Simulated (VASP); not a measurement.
# Ge32H20CO in VASP: a series of runs

Aim: see how the results for Ge32H20CO move with the level of theory and the settings. Levels: revPBE+D3(BJ), PBE+D3(BJ), RPBE. Tasks: single point.

All numbers are computed with VASP 6.6.1; they aren't measurements. Logs are shortened: lines on timing, memory, paths and dates and some standing lists are left out, and cuts for length are marked.

### 1 The cell of the first run

The cell holds a slab with vacuum, 54 atoms: a = 11.316 Å, b = 11.316 Å, c = 20.913 Å, α = 90.00°, β = 90.00°, γ = 90.00°.

### 2 Single point, revPBE+D3(BJ)

Input file INCAR:

```
PREC = Accurate
ENCUT = 520
EDIFF = 1E-6
ISMEAR = 0
SIGMA = 0.03
LREAL = Auto
LASPH = True
NELM = 60
ALGO = Normal
ISIF = 2
LWAVE = False
LCHARG = False
GGA = RE
IVDW = 12
NBANDS = 272
```

Input file KPOINTS:

```
Automatic mesh
0
Gamma
  1 1 1
```

Input file POSCAR:

```
Ge32H20CO
1.0
    8.0016200000      8.0016200000      0.0000000000
   -8.0016200000      8.0016200000      0.0000000000
    0.0000000000      0.0000000000     20.9129000000
Ge H O C
32 20 1 1
Direct
   -0.3116586500      0.3077520200      0.3416030700
   -0.1801765000     -0.3065674500      0.3415755400
    0.0408471100     -0.0267407100      0.3831162900
    0.3184170200      0.1923894200      0.3412312400
   -0.0371062000     -0.4685568200      0.3828099700
    0.1888142400     -0.1901128100      0.3481117400
    0.4609976100      0.0297732200      0.3811249300
    0.5451280500     -0.5319877300      0.3820876100
   -0.1222411600      0.3839132200      0.3014686500
   -0.1073829600     -0.1141656800      0.3048915200
    0.1276947700      0.1177299000      0.3009759500
    0.3917272700      0.3853068800      0.3049127200
    0.1127761400     -0.3805849200      0.3052770500
    0.3744425500     -0.1149086800      0.2992901800
    0.6134202300      0.1154652000      0.3048068300
    0.6282638500     -0.3817100800      0.3014758000
    0.0011510800      0.2497223500      0.2346695200
    0.0012699100     -0.2521313700      0.2298950200
    0.2502901600      0.0002112300      0.2271705800
    0.5007780900      0.2483826700      0.2298315700
    0.2501951000     -0.4991264300      0.2363012800
    0.5004548000     -0.2500073700      0.2348726300
    0.7513417400     -0.0013606400      0.2356051200
    0.7502857000     -0.5004836800      0.2280879500
   -0.1250000000      0.1250000000      0.1644630000
   -0.1250000000     -0.3750000000      0.1644630000
    0.1250000000     -0.1250000000      0.1644630000
    0.3750000000      0.1250000000      0.1644630000
    0.1250000000     -0.6250000000      0.1644630000
    0.3750000000     -0.3750000000      0.1644630000
    0.6250000000     -0.1250000000      0.1644630000
    0.6250000000     -0.6250000000      0.1644630000
   -0.0489780000      0.0489780000      0.1195430000
   -0.2010220000      0.2010220000      0.1195430000
   -0.0489780000     -0.4510220000      0.1195430000
   -0.2010220000     -0.2989780000      0.1195430000
    0.2010220000     -0.2010220000      0.1195430000
    0.0489780000     -0.0489780000      0.1195430000
    0.4510220000      0.0489780000      0.1195430000
    0.2989780000      0.2010220000      0.1195430000
    0.2010220000     -0.7010220000      0.1195430000
    0.0489780000     -0.5489780000      0.1195430000
    0.4510220000     -0.4510220000      0.1195430000
    0.2989780000     -0.2989780000      0.1195430000
    0.7010220000     -0.2010220000      0.1195430000
    0.5489780000     -0.0489780000      0.1195430000
    0.7010220000     -0.7010220000      0.1195430000
    0.5489780000     -0.5489780000      0.1195430000
    0.3199168600     -0.1485918300      0.4470470800
    0.4170994200     -0.3133430100      0.4050220400
    0.2960414900     -0.3993153000      0.4349350900
    0.3943006300     -0.3273524700      0.4899861300
    0.2714278100     -0.2202555600      0.4427827300
    0.3508406600     -0.3211661000      0.4432597400
```

Potentials or basis: VASP PAW PBE potentials, release 64 (Ge_d, H, O, C).

Started as:

```console
$ cat potpaw_PBE.64/Ge_d/POTCAR potpaw_PBE.64/H/POTCAR potpaw_PBE.64/O/POTCAR potpaw_PBE.64/C/POTCAR > POTCAR
$ mpirun -np 1 vasp_gam > vasp.out
```

OUTCAR:

```text
PREC = Accurate
   ENCUT = 520
   EDIFF = 1E-6
   ISMEAR = 0
   LREAL = Auto
   LASPH = True
   NELM = 60
   ISIF = 2
   GGA = RE
   IVDW = 12
 IVDW          = 12

 ion  position               nearest neighbor table
   1  0.688  0.308  0.342-   9 2.46  15 2.46   8 2.58
   2  0.820  0.693  0.342-  10 2.45  16 2.47   5 2.59
   3  0.041  0.973  0.383-  10 2.54  11 2.57   6 2.60
   4  0.318  0.192  0.341-  12 2.46  11 2.47   7 2.59
   5  0.963  0.531  0.383-  13 2.55   9 2.57   2 2.59
   6  0.189  0.810  0.348-  53 2.22  14 2.49  13 2.49   3 2.60
   7  0.461  0.030  0.381-  15 2.54  14 2.56   4 2.59
   8  0.545  0.468  0.382-  12 2.55  16 2.57   1 2.58
   9  0.878  0.384  0.301-   1 2.46  24 2.48  17 2.49   5 2.57
  10  0.893  0.886  0.305-   2 2.45  23 2.51  18 2.53   3 2.54
  11  0.128  0.118  0.301-  19 2.46   4 2.47  17 2.49   3 2.57
  12  0.392  0.385  0.305-   4 2.46  21 2.52  20 2.53   8 2.55
  13  0.113  0.619  0.305-   6 2.49  18 2.49  21 2.51   5 2.55
  14  0.374  0.885  0.299-  19 2.44   6 2.49  22 2.49   7 2.56
[... 16 lines left out ...]
  31  0.625  0.875  0.164-  45 1.54  46 1.54  22 2.48  23 2.49
  32  0.625  0.375  0.164-  47 1.54  48 1.54  24 2.40  20 2.43
  33  0.951  0.049  0.120-  25 1.54
  34  0.799  0.201  0.120-  25 1.54
  35  0.951  0.549  0.120-  26 1.54
  36  0.799  0.701  0.120-  26 1.54
  37  0.201  0.799  0.120-  27 1.54
  38  0.049  0.951  0.120-  27 1.54
[... 12 lines left out ...]
  51  0.296  0.601  0.435-  54 1.09
  52  0.394  0.673  0.490-  54 1.10
  53  0.271  0.780  0.443-  49 0.98  54 1.45   6 2.22
  54  0.351  0.679  0.443-  51 1.09  52 1.10  50 1.10  53 1.45

  LATTYP: Found a simple tetragonal cell.
 ALAT       =    11.3159995250
 C/A-ratio  =     1.8480824388

  Lattice vectors:

 A1 = (   8.0016200000,   8.0016200000,   0.0000000000)
 A2 = (  -8.0016200000,   8.0016200000,   0.0000000000)
 A3 = (   0.0000000000,   0.0000000000,  20.9129000000)

Analysis of symmetry for initial positions (statically):
=====================================================================
 Subroutine PRICEL returns:
 Original cell was already a primitive cell.

 Routine SETGRP: Setting up the symmetry group for a
 simple tetragonal supercell.

 Subroutine GETGRP returns: Found  1 space group operations
 (whereof  1 operations were pure point group operations)
 out of a pool of 16 trial point group operations.

The static configuration has the point symmetry C_1 .

Analysis of symmetry for dynamics (positions and initial velocities):
=====================================================================
 Subroutine PRICEL returns:
 Original cell was already a primitive cell.

 Routine SETGRP: Setting up the symmetry group for a
 simple tetragonal supercell.

 Subroutine GETGRP returns: Found  1 space group operations
 (whereof  1 operations were pure point group operations)
 out of a pool of 16 trial point group operations.

The dynamic configuration has the point symmetry C_1 .

 Subroutine INISYM returns: Found  1 space group operations
 (whereof  1 operations are pure point group operations),
 and found     1 'primitive' translations

----------------------------------------------------------------------------------------

                                     Primitive cell

  volume of cell :    2677.9354

  direct lattice vectors                    reciprocal lattice vectors
     8.001620000  8.001620000  0.000000000     0.062487346  0.062487346  0.000000000
    -8.001620000  8.001620000  0.000000000    -0.062487346  0.062487346  0.000000000
     0.000000000  0.000000000 20.912900000     0.000000000  0.000000000  0.047817376

  length of vectors
    11.315999525 11.315999525 20.912900000     0.088370453  0.088370453  0.047817376

  position of ions in fractional coordinates (direct lattice)
     0.688341350  0.307752020  0.341603070
     0.819823500  0.693432550  0.341575540
     0.040847110  0.973259290  0.383116290
     0.318417020  0.192389420  0.341231240
     0.962893800  0.531443180  0.382809970
     0.188814240  0.809887190  0.348111740
[... 46 lines left out ...]
     0.271427810  0.779744440  0.442782730
     0.350840660  0.678833900  0.443259740

  ion indices of the primitive-cell ions
   primitive index   ion index
                 1           1
                 2           2
                 3           3
                 4           4
                 5           5
                 6           6
[... 46 lines left out ...]
                53          53
                54          54

----------------------------------------------------------------------------------------

 KPOINTS: Automatic mesh

Automatic generation of k-mesh.
 Grid dimensions read from file:
 generate k-points for:    1    1    1

 Generating k-lattice:

  Cartesian coordinates                     Fractional coordinates (reciprocal lattice)
     0.062487346  0.062487346  0.000000000     1.000000000  0.000000000  0.000000000
    -0.062487346  0.062487346  0.000000000     0.000000000  1.000000000  0.000000000
     0.000000000  0.000000000  0.047817376     0.000000000  0.000000000  1.000000000

  Length of vectors
     0.088370453  0.088370453  0.047817376

  Shift w.r.t. Gamma in fractional coordinates (k-lattice)
     0.000000000  0.000000000  0.000000000

 Subroutine IBZKPT returns following result:
 ===========================================

 Found      1 irreducible k-points:

 Following reciprocal coordinates:
            Coordinates               Weight
  0.000000  0.000000  0.000000      1.000000
   k-points           NKPTS =      1   k-points in BZ     NKDIM =      1   number of bands    NBANDS=    272
   number of dos      NEDOS =    301   number of ions     NIONS =     54
   total plane-waves  NPLWV = ******
   dimension x,y,z NGX =    84 NGY =   84 NGZ =  160
   dimension x,y,z NGXF=   168 NGYF=  168 NGZF=  320
   ions per type =              32  20   1   1
   NGX,Y,Z   is equivalent  to a cutoff of  12.34, 12.34, 12.72 a.u.
   NGXF,Y,Z  is equivalent  to a cutoff of  24.68, 24.68, 25.44 a.u.
 SYSTEM =  unknown system
   PREC   = accura    normal or accurate (medium, high low for compatibility)
   ISTART =      0    job   : 0-new  1-cont  2-samecut
   ICHARG =      2    charge: 1-file 2-atom 10-const
   ISPIN  =      1    spin polarized calculation?
   LNONCOLLINEAR =      F non collinear calculations
   LSORBIT =      F    spin-orbit coupling
   LASPH  =      T    aspherical Exc in radial PAW
   ENCUT  =  520.0 eV  38.22 Ry    6.18 a.u.  21.04 21.04 38.88*2*pi/ulx,y,z
   NELM   =     60;   NELMIN=  2; NELMDL= -5     # of ELM steps
   EDIFF  = 0.1E-05   stopping-criterion for ELM
   LREAL  =      T    real-space projection
   EDIFFG = 0.1E-04   stopping-criterion for IOM
   NSW    =      0    number of steps for IOM
   IBRION =     -1    ionic relax: 0-MD 1-quasi-New 2-CG
   NFREE  =      0    steps in history (QN), initial steepest desc. (CG)
   ISIF   =      2    stress and relaxation
   ISYM   =      2    0-nonsym 1-usesym 2-fastsym
   POTIM  = 0.5000    time-step for ionic-motion
   TEBEG  =    0.0;   TEEND  =   0.0 temperature during run
   PSTRESS=    0.0 pullay stress
   NELECT =     478.0000    total number of electrons
   NUPDOWN=      -1.0000    fix difference up-down
   EMIN   =  10.00;   EMAX   =-10.00  energy-range for DOS
   EFERMI =   0.00;   METHOD = LEGACY
   ISMEAR =     0;   SIGMA  =   0.03  broadening in eV -4-tet -1-fermi 0-gaus
   EFERMI_NEDOS =   21; number of points for ismear=-14 and -15
   IALGO  =     38    algorithm
   IMIX   =      4    mixing-type and parameters
     AMIX     =   0.40;   BMIX     =  1.00
     AMIX_MAG =   1.60;   BMIX_MAG =  1.00
  volume/ion in A,a.u.               =      49.59       334.66
  Fermi-wavevector in a.u.,A,eV,Ry     =   0.921759  1.741872 11.560052  0.849640
  Thomas-Fermi vector in A             =   2.047211
   LORBIT       =      0    0 simple, 1 ext, 2 COOP (PROOUT), +10 PAW based schemes
   GGA     = RE    functional components
   LHFCALC =     F    Hartree Fock is set to
   AEXX    =    0.0000 exact exchange contribution
   IVDW    =    12    specifies the selected vdW correction
   LEPSILON=     F    determine dielectric tensor
   LRPA    =     F    only Hartree local field effects (RPA)
 non-spin polarized calculation
 Gauss-broadening in eV      SIGMA  =   0.03
  energy-cutoff  :      520.00
  volume of cell :     2677.94
 maximum number of plane-waves:     35941
   NGX = 43   NGY = 43   NGZ = 77

 number of electron     477.9999647 magnetization

 Free energy of the ion-electron system (eV)
  ---------------------------------------------------
  ext. energy  EPLUGINS =         0.00000000
  ---------------------------------------------------
  free energy    TOTEN  =      -207.71388210 eV

  energy without entropy =     -207.71388210  energy(sigma->0) =     -207.71388210

 E-fermi :  -1.8639     XC(G=0):  -3.7030

 val. band max:       -2.0127653537   @ k =   0.0000   0.0000   0.0000
 cond. band min:      -1.4456270775   @ k =   0.0000   0.0000   0.0000
 fundamental gap:      0.5671382762
 Fermi energy:        -1.8638689223

 k-point     1 :       0.0000    0.0000    0.0000
  band No.  band energies     occupation
      1     -26.5161      2.00000
      2     -26.4913      2.00000
      3     -26.4794      2.00000
      4     -26.4553      2.00000
      5     -26.4494      2.00000
      6     -26.4351      2.00000
[... 243 lines left out ...]
    250       0.3985      0.00000
    251       0.6334      0.00000
 [bands above 251 left out]

------------------------ aborting loop because EDIFF is reached ----------------------------------------

 Edisp (eV)  -14.31852

 E6    (eV) :    -4.2591

 E8    (eV) :   -10.0595

  FORCE on cell =-STRESS in cart. coord.  units (eV):
  Direction    XX          YY          ZZ          XY          YZ          ZX
  --------------------------------------------------------------------------------------
  -------------------------------------------------------------------------------------
  Total      13.41805     4.25650     0.71803    -1.63692    -0.10916     0.05847
  in kB       8.02786     2.54662     0.42959    -0.97935    -0.06531     0.03498
  external pressure =        3.67 kB  Pullay stress =        0.00 kB

 VOLUME and BASIS-vectors are now :
 -----------------------------------------------------------------------------
  energy-cutoff  :      520.00
  volume of cell :     2677.94
      direct lattice vectors                 reciprocal lattice vectors
     8.001620000  8.001620000  0.000000000     0.062487346  0.062487346  0.000000000
    -8.001620000  8.001620000  0.000000000    -0.062487346  0.062487346  0.000000000
     0.000000000  0.000000000 20.912900000     0.000000000  0.000000000  0.047817376

 POSITION                                       TOTAL-FORCE (eV/Angst)
 -----------------------------------------------------------------------------------
      3.04533      7.97036      7.14391         0.097961      0.001028      0.055899
      1.01133     12.10850      7.14334        -0.117394     -0.021379      0.068319
     -7.46081      8.11449      8.01207        -0.041795      0.004370      0.075777
      1.00842      4.08728      7.13613        -0.114784     -0.016466      0.072644
      3.45230     11.95712      8.00567         0.082497     -0.001321      0.095525
     -4.96959      7.99123      7.28003         0.005134     -0.021328     -0.099024
[... 46 lines left out ...]
     -4.06736      8.41108      9.25987        -0.203437      0.023143      0.085175
     -2.62448      8.23906      9.26985         0.274191     -0.047323     -0.028588
 -----------------------------------------------------------------------------------
    total drift:                                0.009528     -0.007709      0.015912

  FREE ENERGIE OF THE ION-ELECTRON SYSTEM (eV)
  ---------------------------------------------------
  free  energy   TOTEN  =      -222.0323993648 eV

  energy  without entropy=     -222.0323993648  energy(sigma->0) =     -222.03239936
```

Run time: 23 min. Hardware: 1 thread of Intel Xeon Platinum 8559C (Emerald Rapids), shared host; peak memory 1.9 GiB.

What came out:

```
Free energy                : -222.0324 eV
Largest force              : 0.651 eV/Å
Dispersion energy per atom : -0.265 eV
```

Forces in eV/Å, atoms in the order of the input:
```
Ge   0.098  0.001  0.056
Ge  -0.117 -0.021  0.068
Ge  -0.042  0.004  0.076
Ge  -0.115 -0.016  0.073
Ge   0.082 -0.001  0.096
Ge   0.005 -0.021 -0.099
Ge   0.084 -0.010  0.086
Ge  -0.060  0.002  0.086
Ge   0.038  0.010 -0.035
Ge  -0.029  0.003 -0.041
Ge  -0.034 -0.017 -0.027
Ge  -0.043  0.005 -0.034
Ge   0.034  0.029 -0.027
Ge   0.030 -0.020 -0.013
Ge   0.044 -0.001 -0.037
Ge  -0.045 -0.015 -0.023
Ge   0.001  0.002  0.005
Ge   0.015  0.031 -0.050
Ge   0.011 -0.014 -0.030
Ge   0.003  0.015 -0.075
Ge  -0.001  0.002  0.011
Ge  -0.001 -0.002  0.014
Ge   0.003 -0.002  0.005
Ge   0.003  0.002 -0.053
Ge  -0.154  0.040  0.518
Ge   0.078  0.052 -0.541
Ge  -0.090 -0.135 -0.540
Ge   0.026  0.007 -0.651
Ge   0.146  0.032  0.536
Ge  -0.140  0.031  0.527
Ge   0.186 -0.007  0.500
Ge  -0.068 -0.083 -0.518
H    0.005 -0.028  0.016
H    0.114 -0.001  0.030
H   -0.075  0.036 -0.042
H    0.109  0.032  0.012
H   -0.106 -0.046 -0.005
H    0.071 -0.054 -0.044
H   -0.073  0.056 -0.041
H    0.117  0.089 -0.007
H   -0.101  0.032  0.031
H    0.001  0.049  0.025
H   -0.002 -0.027  0.020
H    0.103  0.001  0.028
H   -0.101  0.009  0.021
H   -0.004  0.031  0.035
H   -0.111 -0.049  0.007
H    0.072 -0.052 -0.018
H   -0.032  0.042  0.007
H   -0.012 -0.003 -0.005
H   -0.003 -0.004 -0.007
H    0.012  0.012  0.020
O   -0.203  0.023  0.085
C    0.274 -0.047 -0.029
```

Caveat: the k points lie up to 0.56 Å⁻¹ apart; the PAW data sets were made with another functional, which shifts forces and pressure a little.

(Continued in part 2 of 2.)
